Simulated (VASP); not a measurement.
# Te2Mo in VASP: single point with PBE

Aim: the single point of Te2Mo with PBE.

All numbers are computed with VASP 6.6.1; they aren't measurements. Logs are shortened: lines on timing, memory, paths and dates and some standing lists are left out, and cuts for length are marked.

**1. The cell of the first run**

The cell holds a slab with vacuum, 9 atoms: a = 3.518 Å, b = 3.518 Å, c = 34.579 Å, α = 90.00°, β = 90.00°, γ = 120.00°.

**2. Single point, PBE**

Contents of INCAR:

```
ALGO     = Normal         # electronic algorithm
DIPOL    = 0.5 0.5 0.505
EDIFF    = 1E-7           # SCF threshold, eV
ENCUT    = 520            # plane-wave cutoff, eV
GGA      = PE             # functional
IDIPOL   = 3            
ISIF     = 2              # what is computed and relaxed
ISMEAR   = 0              # smearing method
LASPH    = True           # aspherical terms in the spheres
LCHARG   = True           # write CHGCAR
LDIPOL   = True         
LELF     = True           # ELF
LREAL    = False          # projectors in reciprocal space
LVACPOTAV= True         
LVHAR    = True         
LWAVE    = False          # write WAVECAR
NBANDS   = 49             # bands
NELM     = 60             # most SCF steps
PREC     = Accurate       # precision mode
SIGMA    = 0.05           # smearing width, eV
```

Contents of KPOINTS:

```
k-points
0
Gamma
  9 9 1
```

Contents of POSCAR:

```
Te2Mo
1.0
    3.5181997505      0.0000000029      0.0000000000
   -1.7590998778      3.0468503581      0.0000000000
    0.0000000000      0.0000000000     34.5787886060
Te Mo
6 3
Direct
    0.6666666667      0.3333333333      0.2458154361
    0.6666666667      0.3333333333      0.3500755577
    0.3333333333      0.6666666667      0.4478699392
    0.3333333333      0.6666666667      0.5533640189
    0.6666666667      0.3333333333      0.6638305072
    0.6666666667      0.3333333333      0.7692422261
    0.3333333333      0.6666666667      0.2979454969
    0.6666666667      0.3333333333      0.5006760650
    0.3333333333      0.6666666667      0.7165614194
```

Potentials or basis: VASP PAW PBE potentials, release 64 (Te, Mo_sv).

Command:

```sh
> cat potpaw_PBE.64/Te/POTCAR potpaw_PBE.64/Mo_sv/POTCAR > POTCAR
> mpirun -np 1 vasp_std > vasp.out
```

OUTCAR:

```text
EDIFF = 1E-7
   ENCUT = 520
   GGA = PE
   ISIF = 2
   ISMEAR = 0
   LASPH = True
   LREAL = False
   NELM = 60
   PREC = Accurate

 ion  position               nearest neighbor table
   1  0.667  0.333  0.246-   7 2.72   7 2.72   7 2.72   2 3.61
   2  0.667  0.333  0.350-   7 2.72   7 2.72   7 2.72   1 3.61
   3  0.333  0.667  0.448-   8 2.73   8 2.73   8 2.73   4 3.65
   4  0.333  0.667  0.553-   8 2.73   8 2.73   8 2.73   3 3.65
   5  0.667  0.333  0.664-   9 2.73   9 2.73   9 2.73   6 3.65
   6  0.667  0.333  0.769-   9 2.73   9 2.73   9 2.73   5 3.65
   7  0.333  0.667  0.298-   1 2.72   2 2.72   1 2.72   2 2.72   1 2.72   2 2.72
   8  0.667  0.333  0.501-   4 2.73   4 2.73   4 2.73   3 2.73   3 2.73   3 2.73
   9  0.333  0.667  0.717-   6 2.73   6 2.73   6 2.73   5 2.73   5 2.73   5 2.73

  LATTYP: Found a hexagonal cell.
 ALAT       =     3.5181997505
 C/A-ratio  =     9.8285461481

  Lattice vectors:

 A1 = (   3.5181997505,   0.0000000029,   0.0000000000)
 A2 = (  -1.7590998778,   3.0468503581,   0.0000000000)
 A3 = (   0.0000000000,   0.0000000000,  34.5787886060)

Analysis of symmetry for initial positions (statically):
=====================================================================
 Subroutine PRICEL returns:
 Original cell was already a primitive cell.

 Routine SETGRP: Setting up the symmetry group for a
 hexagonal supercell.

 Subroutine GETGRP returns: Found  6 space group operations
 (whereof  6 operations were pure point group operations)
 out of a pool of 24 trial point group operations.

The static configuration has the point symmetry C_3v.

Analysis of symmetry for dynamics (positions and initial velocities):
=====================================================================
 Subroutine PRICEL returns:
 Original cell was already a primitive cell.

 Routine SETGRP: Setting up the symmetry group for a
 hexagonal supercell.

 Subroutine GETGRP returns: Found  6 space group operations
 (whereof  6 operations were pure point group operations)
 out of a pool of 24 trial point group operations.

The dynamic configuration has the point symmetry C_3v.

 Subroutine INISYM returns: Found  6 space group operations
 (whereof  6 operations are pure point group operations),
 and found     1 'primitive' translations

----------------------------------------------------------------------------------------

                                     Primitive cell

  volume of cell :     370.6648

  direct lattice vectors                    reciprocal lattice vectors
     3.518199751  0.000000003  0.000000000     0.284236277  0.164103891  0.000000000
    -1.759099878  3.046850358  0.000000000    -0.000000000  0.328207782  0.000000000
     0.000000000  0.000000000 34.578788606     0.000000000  0.000000000  0.028919463

  length of vectors
     3.518199751  3.518199751 34.578788606     0.328207782  0.328207782  0.028919463

  position of ions in fractional coordinates (direct lattice)
     0.666666667  0.333333333  0.245815436
     0.666666667  0.333333333  0.350075558
     0.333333333  0.666666667  0.447869939
     0.333333333  0.666666667  0.553364019
     0.666666667  0.333333333  0.663830507
     0.666666667  0.333333333  0.769242226
     0.333333333  0.666666667  0.297945497
     0.666666667  0.333333333  0.500676065
     0.333333333  0.666666667  0.716561419

  ion indices of the primitive-cell ions
   primitive index   ion index
                 1           1
                 2           2
                 3           3
                 4           4
                 5           5
                 6           6
                 7           7
                 8           8
                 9           9

----------------------------------------------------------------------------------------

 KPOINTS: k-points

Automatic generation of k-mesh.
 Grid dimensions read from file:
 generate k-points for:    9    9    1

 Generating k-lattice:

  Cartesian coordinates                     Fractional coordinates (reciprocal lattice)
     0.031581809  0.018233766  0.000000000     0.111111111  0.000000000  0.000000000
    -0.000000000  0.036467531  0.000000000    -0.000000000  0.111111111  0.000000000
     0.000000000  0.000000000  0.028919463     0.000000000  0.000000000  1.000000000

  Length of vectors
     0.036467531  0.036467531  0.028919463

  Shift w.r.t. Gamma in fractional coordinates (k-lattice)
     0.000000000  0.000000000  0.000000000

 Subroutine IBZKPT returns following result:
 ===========================================

 Found     12 irreducible k-points:

 Following reciprocal coordinates:
            Coordinates               Weight
  0.000000  0.000000  0.000000      1.000000
  0.111111  0.000000  0.000000      6.000000
  0.222222  0.000000  0.000000      6.000000
  0.333333 -0.000000  0.000000      6.000000
  0.444444  0.000000  0.000000      6.000000
  0.111111  0.111111  0.000000      6.000000
  0.222222  0.111111  0.000000     12.000000
  0.333333  0.111111  0.000000     12.000000
  0.444444  0.111111  0.000000      6.000000
  0.222222  0.222222  0.000000      6.000000
  0.333333  0.222222  0.000000     12.000000
  0.333333  0.333333  0.000000      2.000000
   k-points           NKPTS =     12   k-points in BZ     NKDIM =     12   number of bands    NBANDS=     49
   number of dos      NEDOS =    301   number of ions     NIONS =      9
   total plane-waves  NPLWV = 211680
   dimension x,y,z NGX =    28 NGY =   28 NGZ =  270
   dimension x,y,z NGXF=    56 NGYF=   56 NGZF=  540
   ions per type =               6   3
   NGX,Y,Z   is equivalent  to a cutoff of  13.23, 13.23, 12.98 a.u.
   NGXF,Y,Z  is equivalent  to a cutoff of  26.46, 26.46, 25.96 a.u.
 SYSTEM =  unknown system
   PREC   = accura    normal or accurate (medium, high low for compatibility)
   ISTART =      0    job   : 0-new  1-cont  2-samecut
   ICHARG =      2    charge: 1-file 2-atom 10-const
   ISPIN  =      1    spin polarized calculation?
   LNONCOLLINEAR =      F non collinear calculations
   LSORBIT =      F    spin-orbit coupling
   LASPH  =      T    aspherical Exc in radial PAW
   ENCUT  =  520.0 eV  38.22 Ry    6.18 a.u.   6.54  6.54 64.29*2*pi/ulx,y,z
   NELM   =     60;   NELMIN=  2; NELMDL= -5     # of ELM steps
   EDIFF  = 0.1E-06   stopping-criterion for ELM
   LREAL  =      F    real-space projection
   EDIFFG = 0.1E-05   stopping-criterion for IOM
   NSW    =      0    number of steps for IOM
   IBRION =     -1    ionic relax: 0-MD 1-quasi-New 2-CG
   NFREE  =      0    steps in history (QN), initial steepest desc. (CG)
   ISIF   =      2    stress and relaxation
   ISYM   =      2    0-nonsym 1-usesym 2-fastsym
   POTIM  = 0.5000    time-step for ionic-motion
   TEBEG  =    0.0;   TEEND  =   0.0 temperature during run
   PSTRESS=    0.0 pullay stress
   NELECT =      78.0000    total number of electrons
   NUPDOWN=      -1.0000    fix difference up-down
   EMIN   =  10.00;   EMAX   =-10.00  energy-range for DOS
   EFERMI =   0.00;   METHOD = LEGACY
   ISMEAR =     0;   SIGMA  =   0.05  broadening in eV -4-tet -1-fermi 0-gaus
   EFERMI_NEDOS =   21; number of points for ismear=-14 and -15
   IALGO  =     38    algorithm
   IMIX   =      4    mixing-type and parameters
     AMIX     =   0.40;   BMIX     =  1.00
     AMIX_MAG =   1.60;   BMIX_MAG =  1.00
  volume/ion in A,a.u.               =      41.18       277.93
  Fermi-wavevector in a.u.,A,eV,Ry     =   0.973746  1.840114 12.900802  0.948182
  Thomas-Fermi vector in A             =   2.104151
   LORBIT       =      0    0 simple, 1 ext, 2 COOP (PROOUT), +10 PAW based schemes
   GGA     = PE    functional components
   LHFCALC =     F    Hartree Fock is set to
   AEXX    =    0.0000 exact exchange contribution
   IVDW    =     0    specifies the selected vdW correction
   LEPSILON=     F    determine dielectric tensor
   LRPA    =     F    only Hartree local field effects (RPA)
 non-spin polarized calculation
 Gauss-broadening in eV      SIGMA  =   0.05
  energy-cutoff  :      520.00
  volume of cell :      370.66
 maximum number of plane-waves:     10089
 NGX is ok and might be reduce to    28
   NGX = 13   NGY = 13   NGZ =129

 dipolmoment           0.000000      0.000000     -0.000001 electrons x Angstroem

 number of electron      78.0000000 magnetization

 dipolmoment           0.000000      0.000000      0.000437 electrons x Angstroem

 Free energy of the ion-electron system (eV)
  ---------------------------------------------------
  ext. energy  EPLUGINS =         0.00000000
  ---------------------------------------------------
  free energy    TOTEN  =       -54.04029215 eV

  energy without entropy =      -54.04029215  energy(sigma->0) =      -54.04029215

 E-fermi :   3.2428     XC(G=0):  -6.7149

 val. band max:        2.9941583633   @ k =   0.0000   0.0000   0.0000
 cond. band min:       3.9903599705   @ k =   0.2222   0.2222   0.0000
 fundamental gap:      0.9962016072
 Fermi energy:         3.2428110923

 k-point     1 :       0.0000    0.0000    0.0000
  band No.  band energies     occupation
      1     -57.7371      2.00000
      2     -57.7244      2.00000
      3     -57.7201      2.00000
      4     -31.9056      2.00000
      5     -31.8896      2.00000
      6     -31.8865      2.00000
[... 41 lines left out ...]
     48       6.3688      0.00000
     49       6.4038      0.00000

 k-point     2 :       0.1111    0.0000    0.0000
  band No.  band energies     occupation
      1     -57.7360      2.00000
      2     -57.7233      2.00000
      3     -57.7190      2.00000
      4     -31.9022      2.00000
      5     -31.8864      2.00000
      6     -31.8832      2.00000
[... 512 lines left out ...]
 k-point    12 :       0.3333    0.3333    0.0000
  band No.  band energies     occupation
      1     -57.7261      2.00000
      2     -57.7136      2.00000
      3     -57.7092      2.00000
      4     -31.8782      2.00000
      5     -31.8729      2.00000
      6     -31.8612      2.00000
[... 41 lines left out ...]
     48       5.4960      0.00000
     49       6.8204      0.00000

------------------------ aborting loop because EDIFF is reached ----------------------------------------

  FORCE on cell =-STRESS in cart. coord.  units (eV):
  Direction    XX          YY          ZZ          XY          YZ          ZX
  --------------------------------------------------------------------------------------
  -------------------------------------------------------------------------------------
  Total        2.7226792      2.7226792      1.6578583     -0.0000000      0.0000000     -0.0000000
  in kB       11.7686233     11.7686233      7.1659967     -0.0000000      0.0000000     -0.0000000
  external PRESSURE =      10.2344144 kB  Pullay stress =       0.0000000 kB

 VOLUME and BASIS-vectors are now :
 -----------------------------------------------------------------------------
  energy-cutoff  :      520.00
  volume of cell :      370.66
      direct lattice vectors                 reciprocal lattice vectors
     3.518199751  0.000000003  0.000000000     0.284236277  0.164103891  0.000000000
    -1.759099878  3.046850358  0.000000000    -0.000000000  0.328207782  0.000000000
     0.000000000  0.000000000 34.578788606     0.000000000  0.000000000  0.028919463

 POSITION                                       TOTAL-FORCE (eV/Angst)
 -----------------------------------------------------------------------------------
      1.75910      1.01562      8.50000        -0.000000     -0.000000     -0.271338
      1.75910      1.01562     12.10519         0.000000     -0.000000      0.198898
     -0.00000      2.03123     15.48680         0.000000     -0.000000      0.113379
     -0.00000      2.03123     19.13466        -0.000000     -0.000000      0.002160
      1.75910      1.01562     22.95445        -0.000000     -0.000000      0.003925
      1.75910      1.01562     26.59946         0.000000     -0.000000      0.010597
     -0.00000      2.03123     10.30259         0.000000      0.000000     -0.055899
      1.75910      1.01562     17.31277         0.000000      0.000000     -0.005819
     -0.00000      2.03123     24.77783        -0.000000     -0.000000      0.004097
 -----------------------------------------------------------------------------------
    total drift:                                0.000000     -0.000000     -0.000114

  FREE ENERGIE OF THE ION-ELECTRON SYSTEM (eV)
  ---------------------------------------------------
  free  energy   TOTEN  =       -54.0402921455 eV

  energy  without entropy=      -54.0402921455  energy(sigma->0) =      -54.04029215

 vacuum level on the upper side and lower side of the slab         7.792         7.785
```

It took 11 min on 1 thread of Intel Xeon Platinum 8259CL at 2.50GHz (Skylake/Cascade Lake), shared host; peak memory 0.57 GiB.

Results:

```
Free energy            : -54.0403 eV
Largest force          : 0.271 eV/Å
Band gap on the k mesh : 1.00 eV (least direct gap 1.06 eV)
```

Forces on the atoms (eV/Å):
```
Te   0.000  0.000 -0.271
Te   0.000  0.000  0.199
Te   0.000  0.000  0.113
Te   0.000  0.000  0.002
Te   0.000  0.000  0.004
Te   0.000  0.000  0.011
Mo   0.000  0.000 -0.056
Mo   0.000  0.000 -0.006
Mo   0.000  0.000  0.004
```

Caveat: spin-orbit coupling is left out, which moves the levels of the heavy elements.
